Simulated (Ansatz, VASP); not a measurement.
## Two plane-wave programs on ZnO

```
Zn O
1.0
     3.25000    0.00000    0.00000
    -1.62500    2.81458    0.00000
     0.00000    0.00000    5.20700
Zn O
2 2
Direct
  0.33333 0.66667 0.00048
  0.66667 0.33333 0.50048
  0.33333 0.66667 0.38152
  0.66667 0.33333 0.88152
```

Alike in both runs: functional PBE; k mesh 8 × 8 × 5; occupations gaussian, width 0.05 eV; no spin polarisation.

Ansatz relaxed the structure, and its values are those at the end. VASP's run is a single point on that final structure, the one shown.

```csv
,VASP,Ansatz
version,VASP 6.6.1,Ansatz 0.2.0
potentials or method,"VASP PAW PBE potentials, release 64 (Zn, O)","scalar-relativistic, plane waves, PAW"
plane-wave cutoff (eV),520,420
valence electrons in the cell,36,36
```

```tsv
	VASP	Ansatz	Ansatz less VASP
pressure (GPa)	5.9	4.8	-1.06
```

Ansatz's warnings: stress scf threshold loose.
